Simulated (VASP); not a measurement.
The system is Ta2Tl.

```
CELL_PARAMETERS angstrom
4.84854 0.00000 0.00000
-2.42427 4.19896 0.00000
0.00000 0.00000 2.95592
ATOMIC_POSITIONS crystal
Ta 0.33333 0.66667 0.50000
Ta 0.66667 0.33333 0.50000
Tl 0.00000 0.00000 0.00000
```

```yaml
Program: VASP 6.6.1
Task: relaxation of cell and atoms
Functional: PBE
Potentials_or_basis: VASP PAW PBE potentials, release 64 (Ta_pv, Tl_d)
Cutoff: 600 eV
k_mesh: 6 × 6 × 6
Occupations: gaussian, width 0.1 eV
Spin: no spin polarisation
```

At the start: pressure -0.0 GPa; volume 20.06 Å³/atom.

Q: Where does the relaxation end?

A: Over 3 steps the energy falls by 7.5 meV/atom and the volume is 20.05 Å³/atom (-0.1 %); space group P6/mmm (No. 191, to 0.05 Å).

Step by step:
```csv
step,energy change (eV),largest force (eV/Å),pressure (GPa),volume (Å³)
1,0.0000,0.0000,-0.03,60.18
2,-0.0127,0.0000,0.14,60.11
3,-0.0224,0.0000,-0.03,60.15
```

Final structure:
```xyz
3
Lattice="4.8890 0.0000 0.0000 -2.4445 4.2340 0.0000 0.0000 0.0000 2.9057" Properties=species:S:1:pos:R:3 pbc="T T T"
Ta    0.0000    2.8226    1.4528
Ta    2.4445    1.4113    1.4528
Tl   -2.4445    4.2340    0.0000
```
